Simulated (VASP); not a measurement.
ZnO (zincite):

```
Zn O
1.0
     3.20539    0.00000    0.00000
    -1.60270    2.77595    0.00000
     0.00000    0.00000    5.13535
Zn O
2 2
Direct
  0.66667 0.33333 0.00000
  0.33333 0.66667 0.50000
  0.33333 0.66667 0.87901
  0.66667 0.33333 0.37901
```

Base run:

| Item | Value |
| --- | --- |
| Program | VASP 6.6.1 |
| Functional | PBE exchange alone |
| Potentials or basis | VASP PAW PBE potentials, release 64 (Zn, O) |
| Cutoff | 520 eV |
| k mesh | 9 × 9 × 5 |
| Occupations | fermi-dirac, width 0.05 eV |
| Spin | no spin polarisation |

Its results: band gap on the k mesh 0.99 eV, direct; pressure 29.7 GPa; largest force 0.098 eV/Å.

Question: The run is repeated on the same cell with these changes: functional from PBE exchange alone to PBEsol. What comes out?

Answer: Band gap on the k mesh 0.74 eV, direct; pressure 5.8 GPa; largest force 0.080 eV/Å.

Caveats: the PAW data sets were made with another functional, which shifts forces and pressure a little (some runs).

